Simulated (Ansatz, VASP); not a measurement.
**One calculation of B6Ir, two programs**

```
B Ir
1.0
     4.68595    0.00000    0.00000
    -2.34298    4.05815    0.00000
     0.00000    0.00000    3.24591
B Ir
6 1
Direct
  0.20534 0.79466 0.50000
  0.20534 0.41067 0.50000
  0.58933 0.79466 0.50000
  0.79466 0.20534 0.50000
  0.79466 0.58933 0.50000
  0.41067 0.20534 0.50000
  0.00000 0.00000 0.00000
```

Alike in both runs: task relaxation of cell and atoms; functional PBE; k mesh 12 × 12 × 12; occupations gaussian, width 0.1 eV; no spin polarisation.

```csv
,VASP,Ansatz
version,VASP 6.6.1,Ansatz 0.2.0
potentials or method,"VASP PAW PBE potentials, release 64 (B, Ir), cutoff 600 eV","scalar-relativistic, plane waves, PAW"
valence electrons in the cell,27,35
```

|  | VASP | Ansatz | Ansatz less VASP |
| --- | --- | --- | --- |
| gap on the k mesh at the Fermi level, each at its own relaxed structure (eV) | none | none | - |
| relaxed volume (Å³/atom) | 8.83 | 8.83 | -0.009 |
| relaxed length of the cell vector where the two differ most in proportion (Å) | 3.251 | 3.247 | -0.0038 |

A gap of «none» marks a metal or a gap that the smearing closes. VASP's potentials hold 27 valence electrons a cell and Ansatz's 35, so a difference there can come from the potentials and not from the codes.

Spin-orbit coupling is off throughout.
